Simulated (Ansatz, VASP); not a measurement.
SrAlO: VASP beside Ansatz

Contents of INCAR:

```
SYSTEM = SrAlO
ALGO = Normal
EDIFF = 1E-7
EDIFFG = -0.01
ENCUT = 600
GGA = PE
IBRION = 2
ISIF = 3
ISMEAR = 0
LASPH = .True.
LCHARG = .False.
LREAL = .False.
LWAVE = .False.
NELM = 60
NSW = 100
PREC = Accurate
SIGMA = 0.1
```

KPOINTS

```
k-points
0
Gamma
  10 10 4
  0 0 0
```

POSCAR

```
SrAlO
1.0
    3.6024586248      0.0000000000      0.0000000000
    0.0000000000      3.6024586248      0.0000000000
    0.0000000000      0.0000000000     10.2334550943
Sr Al O
2 2 2
Direct
    0.5000000000      0.0000000000      0.6685339887
    0.0000000000      0.5000000000      0.3314660113
    0.5000000000      0.0000000000      0.0807282552
    0.0000000000      0.5000000000      0.9192717448
    0.5000000000      0.5000000000      0.0000000000
    0.0000000000      0.0000000000      0.0000000000
```

Input for Ansatz:

```yaml
crystal:
  lattice:
    - [3.6024586248, 0.0, 0.0]
    - [0.0, 3.6024586248, 0.0]
    - [0.0, 0.0, 10.2334550943]
  atoms:
    - { symbol: Sr, position: [0.5, 0.0, 0.6685339887] }
    - { symbol: Sr, position: [0.0, 0.5, 0.3314660113] }
    - { symbol: Al, position: [0.5, 0.0, 0.0807282552] }
    - { symbol: Al, position: [0.0, 0.5, 0.9192717448] }
    - { symbol: O, position: [0.5, 0.5, 0.0] }
    - { symbol: O, position: [0.0, 0.0, 0.0] }
basis:
  ecutwfc: 420
kpoints:
  mp_grid: { grid: [10, 10, 4] }
hamiltonian:
  xc: pbe
scf:
  occupations: { method: gaussian, width: 0.1 }
output:
  forces: true
  stress: true
  eigenvalues: true
  write_density: true
  write_potential: true
  elf: true
  volumetric_format: npy
relax:
  adjacent_minimum: "off"
  f_tol: 0.01
  max_steps: 80
  cell: { stress_tol: 0.05 }
```

Change from the starting cell: species swapped into the ZrSeO type (P4/nmm, No. 129).

Alike in both runs: task relaxation of cell and atoms; functional PBE; k mesh 10 × 10 × 4; occupations gaussian, width 0.1 eV; no spin polarisation.

|  | VASP | Ansatz |
| --- | --- | --- |
| version | VASP 6.6.1 | Ansatz 0.2.0 |
| potentials or method | VASP PAW PBE potentials, release 64 (Sr_sv, Al, O), cutoff 600 eV | scalar-relativistic, plane waves, PAW |
| valence electrons in the cell | 38 | 38 |

Ansatz gave:

| Item | Value |
| --- | --- |
| gap on the k mesh at the Fermi level, each at its own relaxed structure (eV) | none |
| relaxed volume (Å³/atom) | 22.24 |
| relaxed cell length with the largest relative difference (Å) | 10.333 |

Problem. Estimate VASP's values.

Solution. gap on the k mesh at the Fermi level, each at its own relaxed structure (eV): none; relaxed volume (Å³/atom): 22.21; relaxed cell length with the largest relative difference (Å): 10.326.

A gap of «none» marks a metal or a gap that the smearing closes.
